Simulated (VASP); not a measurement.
Wanted: the native input for a VASP 6.6.1 run.

* Task: single point
* Functional: LDA
* Potentials or basis: VASP PAW LDA potentials, release 64 (O, C, S)
* Cutoff: 520 eV
* k mesh: 1 × 1 × 1
* Occupations: fermi-dirac, width 0.02 eV
* Spin: no spin polarisation
* Dipole correction: no
* Further INCAR settings: ALGO = Normal; EDIFF = 1e-06; NBANDS = 52

The structure of C2SO2 lies in POSCAR:

```
C2SO2
1.0
    7.5066610000      0.0000000000      0.0000000000
    0.0000000000      7.5066610000      0.0000000000
    0.0000000000      0.0000000000      7.5066610000
O C S
6 6 3
Direct
    0.7936018424      0.6485173634      0.1535569543
   -0.0639565314      1.0058932993      0.5827491078
    0.1238366832      0.2832550984      0.6271363526
    0.7944544185      0.4948005511      0.6723362091
    0.8047919042      0.1902710140      0.7829313193
    0.3069540505      0.1133393396      0.3262569070
    0.7208397981      0.5516300789      0.2415188324
    0.0089387279      0.8623541146      0.6021452148
    0.1975845186      0.3175313232      0.7612572354
    0.8501915832      0.4818520511      0.5187259688
    0.6554711875      0.1573535824      0.7687572411
    0.2872382275      0.0498490607      0.1958660448
    0.5790190872      0.4284727924      0.3280153453
    0.1570738308      0.7027491983      0.6404978192
    0.2985481827      0.3715233710      0.9594545431
```

These files were run (other wordings do the same):

INCAR

```
ALGO = Normal
EDIFF = 1E-6
ENCUT = 520
GGA_COMPAT = False
ISIF = 2
ISMEAR = -1
LASPH = True
LCHARG = False
LREAL = False
LWAVE = False
NBANDS = 52
NELM = 120
PREC = Accurate
SIGMA = 0.02
```

KPOINTS

```
k-points
0
Gamma
  1 1 1
```

Potentials or basis: VASP PAW LDA potentials, release 64 (O, C, S).

The run is started by

```sh
$ cat potpaw_LDA.64/O/POTCAR potpaw_LDA.64/C/POTCAR potpaw_LDA.64/S/POTCAR > POTCAR
$ mpirun -np 1 vasp_gam > vasp.out
```

It gave:

* Pressure: -1.8 GPa
* Largest force: 7.278 eV/Å
* Band gap on the k mesh: 3.40 eV

Caveat: the k points lie up to 0.84 Å⁻¹ apart.

Wall time 46 s on 1 thread of Intel Xeon 8259CL (shared host), peak memory 0.31 GiB.
